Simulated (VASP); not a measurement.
# Co (C2/c) in VASP: single point with PBE

Aim: the single point of Co with PBE.

All numbers are computed with VASP 6.6.1; they aren't measurements. Logs are shortened: lines on timing, memory, paths and dates and some standing lists are left out, and cuts for length are marked.

### 1 The cell of the first run

It takes space group C2/c (No. 15, monoclinic). The conventional cell has a = 2.438 Å, b = 4.638 Å, c = 3.979 Å, α = 90.00°, β = 107.66°, γ = 90.00°. Co (site symmetry 2) has 14 Co at 2.30 to 2.88 Å within 3.0 Å.

### 2 Single point, PBE, collinear spin, antiferromagnetic start

File INCAR:

```
SYSTEM = Co
ALGO = Normal
EDIFF = 1E-6
ENCUT = 600
GGA = PE
GGA_COMPAT = .False.
ISIF = 2
ISMEAR = -1
ISPIN = 2
ISYM = 0
KPAR = 4
LASPH = .True.
LCHARG = .True.
LMAXMIX = 4
LORBIT = 11
LREAL = .False.
LVHAR = .True.
LWAVE = .False.
MAGMOM = 1.7 -1.7
NBANDS = 20
NELM = 200
PREC = Accurate
SIGMA = 0.05
```

File KPOINTS:

```
k-points
0
Gamma
  15 15 10
  0 0 0
```

File POSCAR:

```
Co
1.0
   -1.6414239645      1.6383814444      1.2190120407
    1.6383814444     -1.6414239645      1.2190120407
    2.6822302521      2.6822302521     -1.2245844220
Co
2
Direct
    0.9995586192      0.0004413808      1.0000000000
    0.7504413808      0.2495586192      0.5000000000
```

Potentials or basis: VASP PAW PBE potentials, release 64 (Co).

Launch:

```
$ cat potpaw_PBE.64/Co/POTCAR > POTCAR
$ mpirun -np 4 vasp_std > vasp.out
```

OUTCAR:

```text
SYSTEM = Co
   EDIFF = 1E-6
   ENCUT = 600
   GGA = PE
   ISIF = 2
   ISMEAR = -1
   ISPIN = 2
   ISYM = 0
   LASPH = .True.
   LORBIT = 11
   LREAL = .False.
   NELM = 200
   PREC = Accurate

 ion  position               nearest neighbor table
   1  1.000  0.000  0.000-   2 2.30   2 2.30   2 2.30   2 2.30   2 2.87   2 2.87   2 2.88   2 2.88

   2  0.750  0.250  0.500-   1 2.30   1 2.30   1 2.30   1 2.30   1 2.87   1 2.87   1 2.88   1 2.88

IMPORTANT INFORMATION: All symmetrisations will be switched off!
NOSYMM: (Re-)initialisation of all symmetry stuff for point group C_1.

----------------------------------------------------------------------------------------

                                     Primitive cell

  volume of cell :      21.4355

  direct lattice vectors                    reciprocal lattice vectors
    -1.641423964  1.638381444  1.219012041    -0.058762607  0.246133530  0.410402050
     1.638381444 -1.641423964  1.219012041     0.246133530 -0.058762607  0.410402050
     2.682230252  2.682230252 -1.224584422     0.186518305  0.186518305  0.000465529

  length of vectors
     2.620029913  2.620029913  3.986016214     0.482145829  0.482145829  0.263777127

  position of ions in fractional coordinates (direct lattice)
     0.999558619  0.000441381  0.000000000
     0.750441381  0.249558619  0.500000000

  ion indices of the primitive-cell ions
   primitive index   ion index
                 1           1
                 2           2

----------------------------------------------------------------------------------------

 KPOINTS: k-points

Automatic generation of k-mesh.
 Grid dimensions read from file:
 generate k-points for:   15   15   10

 Generating k-lattice:

  Cartesian coordinates                     Fractional coordinates (reciprocal lattice)
    -0.003917507  0.016408902  0.027360137     0.066666667  0.000000000  0.000000000
     0.016408902 -0.003917507  0.027360137     0.000000000  0.066666667  0.000000000
     0.018651830  0.018651830  0.000046553     0.000000000  0.000000000  0.100000000

  Length of vectors
     0.032143055  0.032143055  0.026377713

  Shift w.r.t. Gamma in fractional coordinates (k-lattice)
     0.000000000  0.000000000  0.000000000

 Subroutine IBZKPT returns following result:
 ===========================================

 Found   1126 irreducible k-points:

 Following reciprocal coordinates:
            Coordinates               Weight
  0.000000  0.000000  0.000000      1.000000
  0.066667  0.000000  0.000000      2.000000
  0.000000 -0.066667 -0.000000      2.000000
  0.133333  0.000000  0.000000      2.000000
  0.000000 -0.133333 -0.000000      2.000000
  0.200000  0.000000  0.000000      2.000000
[... 58 lines left out ...]
  volume/ion in A,a.u.               =      10.72        72.33
  Fermi-wavevector in a.u.,A,eV,Ry     =   1.544498  2.918679 32.456362  2.385475
  Thomas-Fermi vector in A             =   2.650011
   LORBIT       =     11    0 simple, 1 ext, 2 COOP (PROOUT), +10 PAW based schemes
   GGA     = PE    functional components
   LHFCALC =     F    Hartree Fock is set to
   AEXX    =    0.0000 exact exchange contribution
   IVDW    =     0    specifies the selected vdW correction
   LEPSILON=     F    determine dielectric tensor
   LRPA    =     F    only Hartree local field effects (RPA)
 spin polarized calculation
  energy-cutoff  :      600.00
  volume of cell :       21.44
 maximum number of plane-waves:       730
 NGX is ok and might be reduce to    24
   NGX = 11   NGY = 11   NGZ = 15

 number of electron      17.9999995 magnetization      -0.0005874

 number of electron      17.9999995 magnetization       0.0049667

 Free energy of the ion-electron system (eV)
  ---------------------------------------------------
  ext. energy  EPLUGINS =         0.00000000
  ---------------------------------------------------
  free energy    TOTEN  =       -13.27161654 eV

  energy without entropy =      -13.22769243  energy(sigma->0) =      -13.24965449

 E-fermi :  10.4154     XC(G=0): -13.4717

 val. band max:       10.4154141413   @ k =  -0.3333   0.3333   0.2000
 cond. band min:      10.4157084459   @ k =  -0.0000  -0.4667   0.5000
 fundamental gap:      0.0002943047
 Fermi energy:        10.4154211135

 spin component 1

 k-point     1 :       0.0000    0.0000    0.0000
  band No.  band energies     occupation
      1       1.4707      1.00000
      2       5.7745      1.00000
      3       7.8869      1.00000
      4       8.2857      1.00000
      5       8.3891      1.00000
      6       8.7758      1.00000
[... 541 lines left out ...]
     19      34.8189      0.00000
     20      36.0113      0.00000

 [... further k-points ...]

 spin component 2

 k-point     1 :       0.0000    0.0000    0.0000
  band No.  band energies     occupation
      1       1.4708      1.00000
      2       5.7762      1.00000
      3       7.8897      1.00000
      4       8.2884      1.00000
      5       8.3909      1.00000
      6       8.7785      1.00000
[... 541 lines left out ...]
     19      34.8193      0.00000
     20      36.0116      0.00000

 [... further k-points ...]
[... 5 lines left out ...]
  --------------------------------------------------------------------------------------
  -------------------------------------------------------------------------------------
  Total        0.4806418      0.4806413     -0.4830928      2.0843644     -0.0240250     -0.0240261
  in kB       35.9250609     35.9250267    -36.1082561    155.7936015     -1.7957196     -1.7958027
  external PRESSURE =      11.9139438 kB  Pullay stress =       0.0000000 kB

 VOLUME and BASIS-vectors are now :
 -----------------------------------------------------------------------------
  energy-cutoff  :      600.00
  volume of cell :       21.44
      direct lattice vectors                 reciprocal lattice vectors
    -1.641423964  1.638381444  1.219012041    -0.058762607  0.246133530  0.410402050
     1.638381444 -1.641423964  1.219012041     0.246133530 -0.058762607  0.410402050
     2.682230252  2.682230252 -1.224584422     0.186518305  0.186518305  0.000465529

 POSITION                                       TOTAL-FORCE (eV/Angst)
 -----------------------------------------------------------------------------------
     -1.63998      1.63693      1.21901         0.005817     -0.005816      0.000000
      0.51819      2.16099      0.60672        -0.005817      0.005816     -0.000000
 -----------------------------------------------------------------------------------
    total drift:                               -0.000001      0.000000     -0.000000

  FREE ENERGIE OF THE ION-ELECTRON SYSTEM (eV)
  ---------------------------------------------------
  free  energy   TOTEN  =       -13.2716165406 eV

  energy  without entropy=      -13.2276924294  energy(sigma->0) =      -13.24965449

 total charge

# of ion       s       p       d       tot
------------------------------------------
    1        0.496   0.529   7.305   8.330
    2        0.496   0.529   7.307   8.331
--------------------------------------------------
tot          0.991   1.057  14.612  16.661

 magnetization (x)

# of ion       s       p       d       tot
------------------------------------------
    1        0.001   0.007   0.793   0.802
    2       -0.001  -0.007  -0.786  -0.794
--------------------------------------------------
tot         -0.000  -0.000   0.007   0.007
```

OSZICAR:

```text
N       E                     dE             d eps       ncg     rms          rms(c)
DAV:   1     0.948650138653E+02    0.94865E+02   -0.84137E+03 94988   0.133E+03
DAV:   2    -0.101626878394E+02   -0.10503E+03   -0.94899E+02 91412   0.233E+02
DAV:   3    -0.154050480816E+02   -0.52424E+01   -0.49929E+01 99980   0.625E+01
DAV:   4    -0.154962412967E+02   -0.91193E-01   -0.91066E-01111076   0.723E+00
DAV:   5    -0.154992434046E+02   -0.30021E-02   -0.30018E-02107508   0.124E+00    0.147E+01
DAV:   6    -0.136483599720E+02    0.18509E+01   -0.66112E+00102928   0.546E+01    0.585E+00
DAV:   7    -0.133048563310E+02    0.34350E+00   -0.10710E+00101484   0.196E+01    0.284E+00
DAV:   8    -0.132793487792E+02    0.25508E-01   -0.18636E-02133344   0.185E+00    0.124E+00
DAV:   9    -0.132745701677E+02    0.47786E-02   -0.77432E-03137040   0.179E+00    0.900E-01
DAV:  10    -0.132717958827E+02    0.27743E-02   -0.43329E-03130596   0.162E+00    0.363E-01
DAV:  11    -0.132712278346E+02    0.56805E-03   -0.18105E-03136956   0.690E-01    0.172E-01
DAV:  12    -0.132714628454E+02   -0.23501E-03   -0.11512E-03138484   0.618E-01    0.938E-02
DAV:  13    -0.132715499352E+02   -0.87090E-04   -0.28206E-04147984   0.264E-01    0.429E-02
DAV:  14    -0.132715998305E+02   -0.49895E-04   -0.19206E-04131188   0.268E-01    0.257E-02
DAV:  15    -0.132716115412E+02   -0.11711E-04   -0.49332E-05151616   0.111E-01    0.156E-02
DAV:  16    -0.132716156795E+02   -0.41383E-05   -0.13662E-05101620   0.590E-02    0.178E-02
DAV:  17    -0.132716165406E+02   -0.86113E-06   -0.22313E-06 60076   0.128E-02
   1 F= -.13271617E+02 E0= -.13249654E+02  d E =-.439241E-01  mag=     0.0020
```

It took 7.6 min on 4 MPI ranks of Intel Xeon Platinum 8259CL at 2.50GHz (Skylake/Cascade Lake), shared host; peak memory 0.83 GiB.

Results:

```
Free energy                                           : -13.2716 eV
Pressure                                              : 1.2 GPa
Largest force                                         : 0.008 eV/Å
Band gap on the k mesh                                : zero (filled and empty bands overlap)
Net moment                                            : 0.00 μB per cell
Site moments                                          : Co +0.80, -0.79 μB
Valence electrons inside the program's atomic spheres : Co 8.33
```

Forces on the atoms (eV/Å):
```
Co   0.006 -0.006  0.000
Co  -0.006  0.006  0.000
```

Caveat: the stress differs along the axes, from -4 to 4 GPa; the antiferromagnetic order is the one typed at the start, and another may lie lower.
